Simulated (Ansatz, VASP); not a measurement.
**ZrNb2C3: VASP beside Ansatz**

```
CELL_PARAMETERS angstrom
3.22359 0.00000 0.00000
-1.61179 2.79171 0.00000
0.00000 0.00000 7.88576
ATOMIC_POSITIONS crystal
Zr 0.00000 0.00000 0.50000
Nb 0.33333 0.66667 0.15957
Nb 0.66667 0.33333 0.84043
C 0.33333 0.66667 0.67604
C 0.66667 0.33333 0.32396
C 0.00000 0.00000 0.00000
```

Change from the starting cell: species swapped into the NaFe2O3 type (P-3m1, No. 164).

Alike in both runs: functional PBE; k mesh 6 × 6 × 2; occupations gaussian, width 0.1 eV; no spin polarisation.

Ansatz relaxed the structure, and its values are those at the end. VASP's run is a single point on that final structure, the one shown.

```csv
,VASP,Ansatz
version,VASP 6.6.1,Ansatz 0.2.0
potentials or method,"VASP PAW PBE potentials, release 64 (Zr_sv, Nb_sv, C), cutoff 520 eV","scalar-relativistic, plane waves, PAW"
valence electrons in the cell,50,50
```

Ansatz gave:

```
gap on the k mesh at the Fermi level (eV) : none
pressure (GPa)                            : -0.1
rms of the force components (eV/Å)        : 0.006
```

**Question.** What did VASP give for the same quantities?

**Answer.** gap on the k mesh at the Fermi level (eV): none; pressure (GPa): -0.3; rms of the force components (eV/Å): 0.009.

A gap of «none» marks a metal or a gap that the smearing closes.

The k mesh is coarse, so the values compare programs but aren't converged.
